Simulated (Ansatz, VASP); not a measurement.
BaZrO2: VASP beside Ansatz

```
Ba Zr O
1.0
     1.95748    1.13015    6.80280
    -1.95748    1.13015    6.80280
     0.00000   -2.26030    6.80280
Ba Zr O
1 1 2
Cartesian
  0.0000 0.0000 10.2042
  0.0000 0.0000 0.0000
  0.0000 0.0000 1.9712
  0.0000 0.0000 18.4372
```

Alike in both runs: functional PBE; k mesh 6 × 6 × 6; occupations gaussian, width 0.1 eV; no spin polarisation.

Ansatz relaxed the structure, and its values are those at the end. VASP's run is a single point on that final structure, the one shown.

|  | VASP | Ansatz |
| --- | --- | --- |
| version | VASP 6.6.1 | Ansatz 0.2.0 |
| potentials or method | VASP PAW PBE potentials, release 64 (Ba_sv, Zr_sv, O), cutoff 520 eV | scalar-relativistic, plane waves, PAW |
| valence electrons in the cell | 34 | 34 |

```csv
,VASP,Ansatz,Ansatz less VASP
gap on the k mesh at the Fermi level (eV),none,none,-
pressure (GPa),1.1,0.0,-1.02
rms of the force components (eV/Å),0.026,0.001,-0.0252
```

A gap of «none» marks a metal or a gap that the smearing closes.

Neither program's run includes spin-orbit coupling.
